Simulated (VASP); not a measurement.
Here is a VASP 6.6.1 calculation.

INCAR

```
SYSTEM = TaN
  ALGO = Normal
  EDIFF = 1E-7
  ENCUT = 520
  GGA = PS
  ISIF = 2
  ISMEAR = -1
  LASPH = .True.
  LCHARG = .True.
  LELF = .True.
  LREAL = .False.
  LVHAR = .True.
  LWAVE = .False.
  NBANDS = 33
  NELM = 60
  PREC = Accurate
  SIGMA = 0.01
```

KPOINTS

```
k-points
0
Gamma
  6 6 9
  0 0 0
```

POSCAR

```
TaN
1.0
    5.1960008669     -0.0779400130     -0.0779400130
   -2.6654984646      4.5388387553     -0.0285280247
   -0.0436650000     -0.0436650000      2.9110000000
Ta N
3 3
Direct
    0.3333333333      0.6666666667      0.5000000000
    0.6666666667      0.3333333333      0.5000000000
    0.0000000000      0.0000000000      0.0000000000
    0.3928500000      0.0000000000      0.0000000000
    0.6071500000      0.6071500000      0.0000000000
    0.0000000000      0.3928500000      0.0000000000
```

Potentials or basis: VASP PAW PBE potentials, release 64 (Ta_pv, N).

The run is started by

```bash
$ cat potpaw_PBE.64/Ta_pv/POTCAR potpaw_PBE.64/N/POTCAR > POTCAR
$ mpirun -np 1 vasp_std > vasp.out
```

Question: Predict the pressure.

Answer: -2.1 GPa.

Question: Estimate the largest force.

Answer: 0.415 eV/Å.

Question: Predict the band gap on the k mesh.

Answer: Zero (bands 24 and 25 overlap by 2.97 eV).

Forces on the atoms (eV/Å):
```
Ta   0.201  0.193  0.078
Ta  -0.192  0.175  0.022
Ta   0.025  0.414 -0.001
N   -0.002 -0.215 -0.154
N   -0.054 -0.307  0.131
N    0.023 -0.260 -0.075
```

Caveat: the cell differs from its parent crystal (equal xy, yz and zx shear strains of -3 %); the PAW data sets were made with another functional, which shifts forces and pressure a little; spin-orbit coupling is left out, which moves the levels of the heavy elements.
